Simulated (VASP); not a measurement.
A run of VASP 6.6.1:

The input INCAR:

```
SYSTEM = W
PREC = Accurate
ENCUT = 520
EDIFF = 1E-6
ISMEAR = -1
SIGMA = 0.1
LREAL = .False.
LASPH = .True.
NELM = 60
ALGO = Normal
ISIF = 2
LWAVE = .False.
LCHARG = .False.
GGA = B5
ALDAX = 1.0
AGGAX = 1.0
AGGAC = 1.0
ALDAC = 0.0
NBANDS = 36
```

Contents of KPOINTS:

```
regular mesh
0
Gamma
  17 17 5
  0 0 0
```

The input POSCAR:

```
W
1.0
    2.8118536812      0.0000000000      0.0000000000
   -1.4059268406      2.4351367196      0.0000000000
    0.0000000000      0.0000000000      9.9829310417
W
4
Direct
    1.0000000000      0.0000000000      0.0000000000
    1.0000000000      0.0000000000      0.5000000000
    0.3333333333      0.6666666667      0.2500000000
    0.6666666667      0.3333333333      0.7500000000
```

Potentials or basis: VASP PAW PBE potentials, release 64 (W_sv).

The run is started by

```bash
$ cat potpaw_PBE.64/W_sv/POTCAR > POTCAR
$ mpirun -np 1 vasp_std > vasp.out
```

Hardware: 1 thread of Intel Xeon 8259CL (shared host).

Problem. Estimate the wall time of this run.

Solution. Run time: 4.9 min on 1 thread of Intel Xeon 8259CL, with other jobs on the host, peak memory 0.32 GiB. Counts: scf iterations 12, k points 99.
